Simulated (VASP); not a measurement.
ZrAl3B3N:

```xyz
8
Lattice="4.5330 0.0000 0.0000 0.0000 4.5330 0.0000 0.0000 0.0000 4.5330" Properties=species:S:1:pos:R:3 pbc="T T T"
Zr    0.0000    0.0000    0.0000
Al    2.2665    0.0000    0.0000
Al    0.0000    2.2665    0.0000
Al    0.0000    0.0000    2.2665
B     0.0000    2.2665    2.2665
B     2.2665    0.0000    2.2665
B     2.2665    2.2665    0.0000
N     2.2665    2.2665    2.2665
```

The cell was built from a structure type or drawn by symmetry, and may not be a known phase.

```yaml
Program: VASP 6.6.1
Task: relaxation of cell and atoms
Functional: PBE
Potentials_or_basis: VASP PAW PBE potentials, release 64 (Zr_sv, Al, B, N)
Cutoff: 600 eV
k_mesh: 3 × 3 × 3
Occupations: gaussian, width 0.15 eV
Spin: no spin polarisation
```

At the start: pressure 23.2 GPa; volume 11.64 Å³/atom.

Task: How do energy, volume and symmetry change on relaxing?

Result: Over 3 steps the energy falls by 161.2 meV/atom and the volume is 14.30 Å³/atom (+22.8 %); space group Pm-3m (No. 221, to 0.1 Å) before and after.

The path:
| step | energy change (eV) | largest force (eV/Å) | pressure (GPa) | volume (Å³) |
| --- | --- | --- | --- | --- |
| 1 | 0.0000 | 0.0000 | 23.22 | 93.15 |
| 2 | -1.2718 | 0.0000 | -1.82 | 117.79 |
| 3 | -1.2896 | 0.0000 | 0.21 | 114.37 |

Final structure:
```
Zr Al B N
1.0
     4.85398    0.00000    0.00000
     0.00000    4.85398    0.00000
     0.00000    0.00000    4.85398
Zr Al B N
1 3 3 1
Cartesian
  0.0000 0.0000 0.0000
  2.4270 0.0000 0.0000
  0.0000 2.4270 0.0000
  0.0000 0.0000 2.4270
  0.0000 2.4270 2.4270
  2.4270 0.0000 2.4270
  2.4270 2.4270 0.0000
  2.4270 2.4270 2.4270
```

Caveat: the k points lie up to 0.43 Å⁻¹ apart in the final cell, too coarse for converged energies and pressures of a metal; the volume moved by over 15 % at a fixed basis, so the end points are rough.
